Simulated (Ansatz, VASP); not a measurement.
## ZnS: VASP beside Ansatz

File POSCAR:

```
ZnS
1.0
    3.8109987816      0.0000000000      0.0285824909
   -1.9054993908      3.3004217586     -0.0142912454
    0.0467550000      0.0000000000      6.2340000000
Zn S
2 2
Direct
    0.3333333333      0.6666666667      0.0000000000
    0.6666666667      0.3333333333      0.5000000000
    0.3333333333      0.6666666667      0.3850000000
    0.6666666667      0.3333333333      0.8850000000
```

The input INCAR.step1:

```
ALGO = Normal
EDIFF = 1E-4
ENCUT = 520
GGA = PE
ISMEAR = 0
LASPH = True
LCHARG = False
LREAL = False
LWAVE = True
NBANDS = 26
NELM = 80
PREC = Accurate
SIGMA = 0.05
```

Contents of INCAR.step2:

```
ALGO = Normal
EDIFF = 1E-7
ENCUT = 520
ISIF = 2
ISMEAR = 0
ISTART = 1
LASPH = True
LCHARG = False
LMIXTAU = True
LREAL = False
LWAVE = False
METAGGA = R2SCAN
NBANDS = 26
NELM = 80
PREC = Accurate
SIGMA = 0.05
```

Contents of KPOINTS:

```
k-points
0
Gamma
  6 6 4
```

Input for Ansatz:

```yaml
crystal:
  lattice:
    - [3.8109987816, 0.0, 0.0285824909]
    - [-1.9054993908, 3.3004217586, -0.0142912454]
    - [0.046755, 0.0, 6.234]
  atoms:
    - { symbol: Zn, position: [0.3333333333, 0.6666666667, 0.0] }
    - { symbol: Zn, position: [0.6666666667, 0.3333333333, 0.5] }
    - { symbol: S, position: [0.3333333333, 0.6666666667, 0.385] }
    - { symbol: S, position: [0.6666666667, 0.3333333333, 0.885] }
basis:
  ecutwfc: 500
kpoints:
  mp_grid: { grid: [6, 6, 4] }
hamiltonian:
  xc: r2scan
scf:
  occupations: { method: gaussian, width: 0.05 }
output:
  forces: true
  stress: true
  eigenvalues: true
```

Change from the starting cell: strain +0.0150 x Voigt [0, 0, 0, 0, 1, 0], atoms carried along.

Alike in both runs: task single point; functional r2SCAN; k mesh 6 × 6 × 4; occupations gaussian, width 0.05 eV; no spin polarisation.

|  | VASP | Ansatz |
| --- | --- | --- |
| version | VASP 6.6.1 | Ansatz 0.2.0 |
| potentials or method | VASP PAW PBE potentials, release 64 (Zn, S), cutoff 520 eV | scalar-relativistic, plane waves, PAW |
| valence electrons in the cell | 36 | 36 |

```tsv
	VASP	Ansatz	Ansatz less VASP
gap on the k mesh at the Fermi level (eV)	2.80	2.79	-0.010
least direct gap on the mesh (eV)	2.80	2.79	-0.010
pressure (GPa)	0.2	0.1	-0.05
traceless stress, the component that is largest in VASP (GPa)	-1.30	-1.29	+0.011
rms of the force components (eV/Å)	0.187	0.187	-0.0007
```

VASP's potentials were made for PBE, not for r2SCAN. Atom by atom the forces differ by 0.001 eV/Å (rms over components). With one functional, cell and mesh, what is left measures potentials, basis and numerics.
